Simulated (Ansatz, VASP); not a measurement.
WS in VASP and in Ansatz

The input POSCAR:

```
WS
1.0
    0.0000000000      2.8783477796      2.8783477796
    2.8783477796      0.0000000000      2.8783477796
    2.8783477796      2.8783477796      0.0000000000
W S
1 1
Direct
    0.0000000000      0.0000000000      0.0000000000
    0.2500000000      0.2500000000      0.2500000000
```

The input INCAR.step1:

```
SYSTEM = WS
PREC = Accurate ; ENCUT = 520
ISMEAR = 0 ; SIGMA = 0.1
LREAL = .FALSE. ; LASPH = .TRUE.
NELM = 150 ; LMAXMIX = 4
LDAU = .TRUE. ; LDAUTYPE = 2
LDAUL = 2 -1 ; LDAUU = 6.2 0
LDAUJ = 0 0 ; NBANDS = 17
GGA = PE ; ALGO = Normal
EDIFF = 1E-4 ; LWAVE = .TRUE.
LCHARG = .FALSE.
```

Contents of INCAR.step2:

```
SYSTEM = WS
PREC = Accurate ; ENCUT = 520
EDIFF = 1E-7 ; ISMEAR = 0
SIGMA = 0.1 ; LREAL = .FALSE.
LASPH = .TRUE. ; NELM = 150
ALGO = Normal ; ISIF = 2
LWAVE = .FALSE. ; LCHARG = .FALSE.
LMAXMIX = 4 ; LDAU = .TRUE.
LDAUTYPE = 2 ; LDAUL = 2 -1
LDAUU = 6.2 0 ; LDAUJ = 0 0
LDAUPRINT = 1 ; METAGGA = R2SCAN
LMIXTAU = .TRUE. ; NBANDS = 17
ISTART = 1
```

The input KPOINTS:

```
Automatic mesh
0
G
  12 12 12
  0 0 0
```

Input for Ansatz:

```yaml
crystal:
  lattice:
    - [0.0, 2.8783477796, 2.8783477796]
    - [2.8783477796, 0.0, 2.8783477796]
    - [2.8783477796, 2.8783477796, 0.0]
  atoms:
    - { symbol: W, position: [0.0, 0.0, 0.0] }
    - { symbol: S, position: [0.25, 0.25, 0.25] }
basis:
  ecutwfc: 500
kpoints:
  mp_grid: { grid: [12, 12, 12] }
hamiltonian:
  xc: r2scan
  hubbard: { sites: [{ species: W, l: d, u_eff: 6.2 }] }
scf:
  occupations: { method: gaussian, width: 0.1 }
output:
  forces: true
  stress: true
  eigenvalues: true
```

Alike in both runs: task single point; functional r2SCAN; k mesh 12 × 12 × 12; occupations gaussian, width 0.1 eV; no spin polarisation; Hubbard terms W d U = 6.2 eV.

|  | VASP | Ansatz |
| --- | --- | --- |
| version | VASP 6.6.1 | Ansatz 0.2.0 |
| potentials or method | VASP PAW PBE potentials, release 64 (W_sv, S), cutoff 520 eV | scalar-relativistic, plane waves, PAW |
| valence electrons in the cell | 20 | 20 |

|  | VASP | Ansatz | Ansatz less VASP |
| --- | --- | --- | --- |
| pressure (GPa) | -2.4 | 0.9 | +3.28 |

VASP's potentials were made for PBE, not for r2SCAN. The programs project onto different local orbitals, so the same U acts differently, and such runs can settle in different states. Ansatz's warnings: negative dielectric reading.

Spin-orbit coupling is off throughout.
